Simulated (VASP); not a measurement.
# TaAl5N6: single point with PBE

TaAl5N6:

```xyz
12
Lattice="3.3293 0.0000 0.0000 0.0000 3.3293 0.0000 0.0000 0.0000 14.1250" Properties=species:S:1:pos:R:3 pbc="T T T"
Ta    1.6647    1.6647    0.0000
Al    0.0000    0.0000   11.7709
Al    0.0000    0.0000    2.3542
Al    1.6647    1.6647    4.7083
Al    0.0000    0.0000    7.0625
Al    1.6647    1.6647    9.4167
N     0.0000    0.0000    0.0000
N     1.6647    1.6647    2.3542
N     0.0000    0.0000    4.7083
N     1.6647    1.6647    7.0625
N     0.0000    0.0000    9.4167
N     1.6647    1.6647   11.7709
```

| Quantity | Value |
| --- | --- |
| Program | VASP 6.6.1 |
| Task | single point |
| Functional | PBE |
| Potentials or basis | VASP PAW PBE potentials, release 64 (Ta_pv, Al, N) |
| Cutoff | 520 eV |
| k mesh | 6 × 6 × 2 |
| Occupations | gaussian, width 0.1 eV |
| Spin | collinear spin, ferromagnetic start |
| Starting moments | [1.0, 0.0, 0.0, 0.0, 0.0, 0.0, 0.0, 0.0, 0.0, 0.0, 0.0, 0.0] μB |
| Dipole correction | no |
| Further INCAR settings | ALGO = Normal; EDIFF = 1e-06; NBANDS = 44 |

```
Pressure                                              : -41.4 GPa
Largest force                                         : 0.816 eV/Å
Band gap on the k mesh                                : zero (filled and empty bands overlap)
Net moment                                            : 0.00 μB per cell
Valence electrons inside the program's atomic spheres : Ta 8.51; Al 0.57, 0.55, 0.56; N 3.60, 3.56, 3.55
```

Forces on the atoms (eV/Å):
```
Ta   0.000  0.000  0.000
Al   0.000  0.000 -0.816
Al   0.000  0.000  0.816
Al   0.000  0.000  0.334
Al   0.000  0.000  0.000
Al   0.000  0.000 -0.334
N    0.000  0.000  0.000
N    0.000  0.000 -0.349
N    0.000  0.000 -0.270
N    0.000  0.000  0.000
N    0.000  0.000  0.270
N    0.000  0.000  0.349
```

Stress tensor (GPa, compression positive):
```
-42.56   0.00   0.00
  0.00 -42.56   0.00
  0.00   0.00 -38.99
```

Levels at points of the mesh, in eV from the Fermi level:
Spin up:
```
           k point  band 26  band 27  band 28  band 29  band 30  band 31
(0.00, 0.00, 0.00)    -2.00    -1.86    -1.86    -1.45    -0.50     0.54
(0.50, 0.00, 0.00)    -2.19    -2.06     0.89     1.15     1.34     1.98
(0.50, 0.50, 0.00)    -3.65    -3.45    -0.99    -0.91    -0.91    -0.27
(0.00, 0.00, 0.50)    -2.36    -1.91    -1.91    -0.66    -0.35    -0.13
(0.50, 0.00, 0.50)    -2.19    -2.06     0.96     1.15     1.36     1.73
(0.50, 0.50, 0.50)    -3.95    -3.92    -0.87    -0.87    -0.42    -0.09
```
Spin down:
| k point | band 25 | band 26 | band 27 | band 28 | band 29 | band 30 | band 31 | band 32 |
| --- | --- | --- | --- | --- | --- | --- | --- | --- |
| (0.00, 0.00, 0.00) | -2.56 | -2.00 | -1.86 | -1.86 | -1.45 | -0.50 | 0.54 | 0.74 |
| (0.50, 0.00, 0.00) | -2.22 | -2.19 | -2.06 | 0.89 | 1.15 | 1.34 | 1.98 | 2.04 |
| (0.50, 0.50, 0.00) | -3.65 | -3.65 | -3.45 | -0.99 | -0.91 | -0.91 | -0.27 | 1.03 |
| (0.00, 0.00, 0.50) | -2.36 | -2.36 | -1.91 | -1.91 | -0.66 | -0.35 | -0.13 | 0.65 |
| (0.50, 0.00, 0.50) | -2.22 | -2.19 | -2.06 | 0.96 | 1.15 | 1.36 | 1.73 | 1.93 |
| (0.50, 0.50, 0.50) | -3.95 | -3.95 | -3.92 | -0.87 | -0.87 | -0.42 | -0.09 | 0.17 |

Run time: 4 min on 1 thread of Intel(R) Xeon(R) Platinum 8559C (Emerald Rapids), with other jobs on the host, peak memory 0.46 GiB.

Caveat: spin-orbit coupling is left out, which moves the levels of the heavy elements.
